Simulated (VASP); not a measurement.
# RbBr3 (I4/mmm) in VASP: single point with LDA

Aim: the single point of RbBr3 with LDA.

All numbers are computed with VASP 6.6.1; they aren't measurements. Logs are shortened: lines on timing, memory, paths and dates and some standing lists are left out, and cuts for length are marked.

## 1. The cell of the first run

Symmetry: I4/mmm, No. 139, tetragonal system. The conventional cell has a = 4.708 Å, b = 4.708 Å, c = 13.418 Å, α = 90.00°, β = 90.00°, γ = 90.00°. Rb (site symmetry 4/mmm) has 12 Br at 3.33 to 4.10 Å within 4.4 Å. Within 4.4 Å of Br (site symmetry -4m2) lie 8 Br at 3.33 to 4.10 Å and 4 Rb at 4.10 Å. Within 4.4 Å of Br (site symmetry 4/mmm) lie 4 Rb at 3.33 Å and 8 Br at 4.10 Å.

## 2. Single point, LDA (strained)

INCAR

```
SYSTEM = RbBr3
ALGO     = Normal         ! electronic algorithm
EDIFF    = 1E-6           ! SCF threshold, eV
ENCUT    = 520            ! plane-wave cutoff, eV
GGA      = CA             ! functional
ISIF     = 2              ! what is computed and relaxed
ISMEAR   = 0              ! smearing method
LASPH    = .True.         ! aspherical terms in the spheres
LCHARG   = .False.        ! write CHGCAR
LREAL    = .False.        ! projectors in reciprocal space
LWAVE    = .False.        ! write WAVECAR
NBANDS   = 23             ! bands
NELM     = 80             ! most SCF steps
PREC     = Accurate       ! precision mode
SIGMA    = 0.1            ! smearing width, eV
```

KPOINTS

```
k-points
0
Gamma
  14 14 14
  0 0 0
```

POSCAR

```
RbBr3
1.0
   -2.3539689743      2.3539689743      6.7089032887
    2.3539689743     -2.3539689743      6.7089032887
    2.3539689743      2.3539689743     -6.7089032887
Rb Br
1 3
Direct
    0.0000000000      0.0000000000      0.0000000000
    0.7500000000      0.2500000000      0.5000000000
    0.2500000000      0.7500000000      0.5000000000
    0.5000000000      0.5000000000      0.0000000000
```

Potentials or basis: VASP PAW LDA potentials, release 64 (Rb_sv, Br).

The run is started by

```console
> cat potpaw_LDA.64/Rb_sv/POTCAR potpaw_LDA.64/Br/POTCAR > POTCAR
> mpirun -np 1 vasp_std > vasp.out
```

OUTCAR:

```text
SYSTEM = RbBr3
   EDIFF = 1E-6
   ENCUT = 520
   GGA = CA
   ISIF = 2
   ISMEAR = 0
   LASPH = .True.
   LREAL = .False.
   NELM = 80
   PREC = Accurate

 ion  position               nearest neighbor table
   1  0.000  0.000  0.000-   4 3.33   4 3.33   4 3.33   4 3.33   3 4.10   2 4.10   3 4.10   3 4.10
                             2 4.10   2 4.10   3 4.10   2 4.10
   2  0.750  0.250  0.500-   1 4.10   1 4.10   1 4.10   1 4.10
   3  0.250  0.750  0.500-   1 4.10   1 4.10   1 4.10   1 4.10
   4  0.500  0.500  0.000-   1 3.33   1 3.33   1 3.33   1 3.33

  LATTYP: Found a body centered tetragonal cell.
 ALAT       =     4.7079379486
 C/A-ratio  =     2.8500389606

  Lattice vectors:

 A1 = (  -2.3539689743,   2.3539689743,   6.7089032887)
 A2 = (   2.3539689743,  -2.3539689743,   6.7089032887)
 A3 = (   2.3539689743,   2.3539689743,  -6.7089032887)

Analysis of symmetry for initial positions (statically):
=====================================================================
 Subroutine PRICEL returns:
 Original cell was already a primitive cell.

 Routine SETGRP: Setting up the symmetry group for a
 body centered tetragonal supercell.

 Subroutine GETGRP returns: Found 16 space group operations
 (whereof 16 operations were pure point group operations)
 out of a pool of 16 trial point group operations.

The static configuration has the point symmetry D_4h.

Analysis of symmetry for dynamics (positions and initial velocities):
=====================================================================
 Subroutine PRICEL returns:
 Original cell was already a primitive cell.

 Routine SETGRP: Setting up the symmetry group for a
 body centered tetragonal supercell.

 Subroutine GETGRP returns: Found 16 space group operations
 (whereof 16 operations were pure point group operations)
 out of a pool of 16 trial point group operations.

The dynamic configuration has the point symmetry D_4h.

 Subroutine INISYM returns: Found 16 space group operations
 (whereof 16 operations are pure point group operations),
 and found     1 'primitive' translations

----------------------------------------------------------------------------------------

                                     Primitive cell

  volume of cell :     148.7007

[... 82 lines left out ...]
 SYSTEM =  RbBr3
   PREC   = accura    normal or accurate (medium, high low for compatibility)
   ISTART =      0    job   : 0-new  1-cont  2-samecut
   ICHARG =      2    charge: 1-file 2-atom 10-const
   ISPIN  =      1    spin polarized calculation?
   LNONCOLLINEAR =      F non collinear calculations
   LSORBIT =      F    spin-orbit coupling
   LASPH  =      T    aspherical Exc in radial PAW
   ENCUT  =  520.0 eV  38.22 Ry    6.18 a.u.  13.93 13.93 13.93*2*pi/ulx,y,z
   NELM   =     80;   NELMIN=  2; NELMDL= -5     # of ELM steps
   EDIFF  = 0.1E-05   stopping-criterion for ELM
   LREAL  =      F    real-space projection
   EDIFFG = 0.1E-04   stopping-criterion for IOM
   NSW    =      0    number of steps for IOM
   IBRION =     -1    ionic relax: 0-MD 1-quasi-New 2-CG
   NFREE  =      0    steps in history (QN), initial steepest desc. (CG)
   ISIF   =      2    stress and relaxation
   ISYM   =      2    0-nonsym 1-usesym 2-fastsym
   POTIM  = 0.5000    time-step for ionic-motion
   TEBEG  =    0.0;   TEEND  =   0.0 temperature during run
   PSTRESS=    0.0 pullay stress
   NELECT =      30.0000    total number of electrons
   NUPDOWN=      -1.0000    fix difference up-down
   EMIN   =  10.00;   EMAX   =-10.00  energy-range for DOS
   EFERMI =   0.00;   METHOD = LEGACY
   ISMEAR =     0;   SIGMA  =   0.10  broadening in eV -4-tet -1-fermi 0-gaus
   EFERMI_NEDOS =   21; number of points for ismear=-14 and -15
   IALGO  =     38    algorithm
   IMIX   =      4    mixing-type and parameters
     AMIX     =   0.40;   BMIX     =  1.00
     AMIX_MAG =   1.60;   BMIX_MAG =  1.00
  volume/ion in A,a.u.               =      37.18       250.87
  Fermi-wavevector in a.u.,A,eV,Ry     =   0.960161  1.814442 12.543346  0.921910
  Thomas-Fermi vector in A             =   2.089421
   LORBIT       =      0    0 simple, 1 ext, 2 COOP (PROOUT), +10 PAW based schemes
   GGA     = CA    functional components
   LHFCALC =     F    Hartree Fock is set to
   AEXX    =    0.0000 exact exchange contribution
   IVDW    =     0    specifies the selected vdW correction
   LEPSILON=     F    determine dielectric tensor
   LRPA    =     F    only Hartree local field effects (RPA)
 non-spin polarized calculation
 Gauss-broadening in eV      SIGMA  =   0.10
  energy-cutoff  :      520.00
  volume of cell :      148.70
 maximum number of plane-waves:      4065
   NGX = 27   NGY = 27   NGZ = 27

 number of electron      30.0000000 magnetization

 Free energy of the ion-electron system (eV)
  ---------------------------------------------------
  ext. energy  EPLUGINS =         0.00000000
  ---------------------------------------------------
  free energy    TOTEN  =        -9.59517659 eV

  energy without entropy =       -9.56350481  energy(sigma->0) =       -9.57934070

 E-fermi :  -1.3222     XC(G=0):  -8.1314

 val. band max:       -1.3225417805   @ k =  -0.2857   0.1429  -0.0000
 cond. band min:      -1.3213272664   @ k =  -0.1429   0.2143   0.1429
 fundamental gap:      0.0012145141
 Fermi energy:        -1.3222310912

 k-point     1 :       0.0000    0.0000    0.0000
  band No.  band energies     occupation
      1     -25.7162      2.00000
      2     -15.3380      2.00000
      3     -14.3025      2.00000
      4     -13.7483      2.00000
      5      -9.9560      2.00000
      6      -9.8840      2.00000
[... 613 lines left out ...]
     22       7.0693      0.00000
     23       7.8533      0.00000

 [... further k-points ...]
[... 5 lines left out ...]
  --------------------------------------------------------------------------------------
  -------------------------------------------------------------------------------------
  Total       -4.1627170     -4.1627170     -1.8566016      0.0000000      0.0000000      0.0000000
  in kB      -44.8512426    -44.8512426    -20.0039751      0.0000000      0.0000000      0.0000000
  external PRESSURE =     -36.5688201 kB  Pullay stress =       0.0000000 kB

 VOLUME and BASIS-vectors are now :
 -----------------------------------------------------------------------------
  energy-cutoff  :      520.00
  volume of cell :      148.70
      direct lattice vectors                 reciprocal lattice vectors
    -2.353968974  2.353968974  6.708903289     0.000000000  0.212407218  0.074527829
     2.353968974 -2.353968974  6.708903289     0.212407218  0.000000000  0.074527829
     2.353968974  2.353968974 -6.708903289     0.212407218  0.212407218  0.000000000

 POSITION                                       TOTAL-FORCE (eV/Angst)
 -----------------------------------------------------------------------------------
      0.00000      0.00000      0.00000        -0.000000      0.000000     -0.000000
      0.00000      2.35397      3.35445        -0.000000     -0.000000     -0.000000
      2.35397      0.00000      3.35445         0.000000     -0.000000      0.000000
      0.00000      0.00000      6.70890        -0.000000      0.000000     -0.000000
 -----------------------------------------------------------------------------------
    total drift:                               -0.000000     -0.000000      0.000000

  FREE ENERGIE OF THE ION-ELECTRON SYSTEM (eV)
  ---------------------------------------------------
  free  energy   TOTEN  =        -9.5951765863 eV

  energy  without entropy=       -9.5635048138  energy(sigma->0) =       -9.57934070
```

OSZICAR:

```text
N       E                     dE             d eps       ncg     rms          rms(c)
DAV:   1     0.181415864855E+03    0.18142E+03   -0.12374E+04 11224   0.111E+03
DAV:   2     0.444785997052E+01   -0.17697E+03   -0.17071E+03 15992   0.193E+02
DAV:   3    -0.986402583473E+01   -0.14312E+02   -0.14217E+02 14850   0.585E+01
DAV:   4    -0.102539494985E+02   -0.38992E+00   -0.38957E+00 16246   0.909E+00
[... 10 lines left out ...]
DAV:  15    -0.959519169853E+01    0.70799E-04   -0.28790E-04 13170   0.546E-02    0.248E-02
DAV:  16    -0.959518333875E+01    0.83598E-05   -0.11117E-05 15495   0.107E-02    0.169E-02
DAV:  17    -0.959518105691E+01    0.22818E-05   -0.11484E-06  9847   0.417E-03    0.136E-02
DAV:  18    -0.959517698239E+01    0.40745E-05   -0.80598E-06  9953   0.521E-03    0.509E-03
DAV:  19    -0.959517658633E+01    0.39607E-06   -0.69326E-07  6795   0.231E-03
   1 F= -.95951766E+01 E0= -.95793407E+01  d E =-.316718E-01
```

stdout:

```text
POSCAR found type information on POSCAR RbBr
 POSCAR found :  2 types and       4 ions
 scaLAPACK will be used
 LDA part: xc-table for (Slater(with rela. corr.)+CA(PZ))
 , standard interpolation
 POSCAR, INCAR and KPOINTS ok, starting setup
 FFT: planning ... GRIDC
 FFT: planning ... GRID_SOFT
 FFT: planning ... GRID
 WAVECAR not read
 entering main loop
```

Wall time 24 min (1 thread of Intel Xeon Platinum 8488C (Sapphire Rapids), shared host); peak memory 0.84 GiB.

What came out:

```
Free energy            : -9.5952 eV
Pressure               : -3.7 GPa
Band gap on the k mesh : zero (bands 15 and 16 overlap by 0.80 eV)
```

Levels at points of the mesh, in eV from the Fermi level:
```tsv
k point	band 11	band 12	band 13	band 14	band 15	band 16	band 17	band 18	band 19	band 20
(0.00, 0.00, 0.00)	-0.56	-0.24	-0.24	0.08	0.25	0.25	4.64	6.22	6.89	7.00
(0.50, 0.00, 0.00)	-1.36	-1.31	-1.20	-0.79	-0.51	-0.04	7.04	7.24	8.14	8.32
(0.50, 0.50, 0.00)	-1.19	-0.46	-0.31	-0.13	0.63	0.63	6.26	6.43	7.82	8.02
(0.50, 0.50, 0.50)	-0.53	-0.50	-0.18	-0.18	0.22	0.22	5.79	5.92	6.53	7.01
```

Caveat: the cell differs from its parent crystal (strained); the cell stands under tension.
